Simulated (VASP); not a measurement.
# C: single point with r2SCAN

The system is C.

```
C
1.0
     1.16663    0.67355    3.51436
    -1.16663    0.67355    3.51436
     0.00000   -1.34710    3.51436
C
2
Direct
  0.16400 0.16400 0.16400
  0.83600 0.83600 0.83600
```

This cell differs from its parent crystal: strain -0.050 along x and y, +0.050 along z.

```yaml
Program: VASP 6.6.1
Task: single point
Functional: r2SCAN
Potentials_or_basis: VASP PAW PBE potentials, release 64 (C)
Cutoff: 520 eV
k_mesh: 12 × 12 × 12
Occupations: gaussian, width 0.05 eV
Spin: no spin polarisation
Dipole_correction: no
Further_INCAR_settings: ALGO = Normal; EDIFF = 1e-07; NBANDS = 11
```

```
Pressure      : 52.4 GPa
Largest force : 0.900 eV/Å
```

Forces on the atoms (eV/Å):
```
C    0.000  0.000  0.900
C    0.000  0.000 -0.900
```

Stress tensor (GPa, compression positive):
```
79.20  0.00  0.00
 0.00 79.20  0.00
 0.00  0.00 -1.16
```

Run time: 99 s on 1 thread of Intel(R) Xeon(R) 6975P-C (Granite Rapids) (shared host), peak memory 0.17 GiB.

Caveat: the cell differs from its parent crystal (strain -0.050 along x and y, +0.050 along z); the stress differs along the axes, from -1 to 79 GPa; the PAW data sets were made with another functional, which shifts forces and pressure a little.
